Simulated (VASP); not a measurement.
Crystal: Ge.

```xyz
2
Lattice="0.0000 2.8289 2.8289 2.8289 0.0000 2.8289 2.8289 2.8289 0.0000" Properties=species:S:1:pos:R:3 pbc="T T T"
Ge    0.0000    0.0000    0.0000
Ge    1.4145    1.4145    1.4145
```

- Program: VASP 6.6.1
- Task: relaxation of cell and atoms
- Functional: PBE
- Dispersion: D3(BJ)
- Potentials or basis: VASP PAW PBE potentials, release 64 (Ge_d)
- Cutoff: 600 eV
- k mesh: 14 × 14 × 14
- Occupations: gaussian, width 0.1 eV
- Spin: no spin polarisation

At the start: pressure 1.4 GPa; volume 22.64 Å³/atom.

Where does the relaxation end?

Over 4 steps the energy falls by 2.2 meV/atom and the volume is 23.14 Å³/atom (+2.2 %); space group Fd-3m (No. 227, to 0.05 Å).

Step by step:
| step | energy change (eV) | largest force (eV/Å) | pressure (GPa) | volume (Å³) |
| --- | --- | --- | --- | --- |
| 1 | 0.0000 | 0.0000 | 1.41 | 45.28 |
| 2 | -0.0040 | 0.0000 | -0.11 | 46.60 |
| 3 | -0.0044 | 0.0000 | -0.15 | 46.39 |
| 4 | -0.0045 | 0.0000 | 0.00 | 46.28 |

Final structure:
```xyz
2
Lattice="0.0000 2.8496 2.8496 2.8496 0.0000 2.8496 2.8496 2.8496 0.0000" Properties=species:S:1:pos:R:3 pbc="T T T"
Ge    0.0000    0.0000    0.0000
Ge    1.4248    1.4248    1.4248
```

Caveat: pairwise dispersion overbinds metals, which lowers pressure and volume.
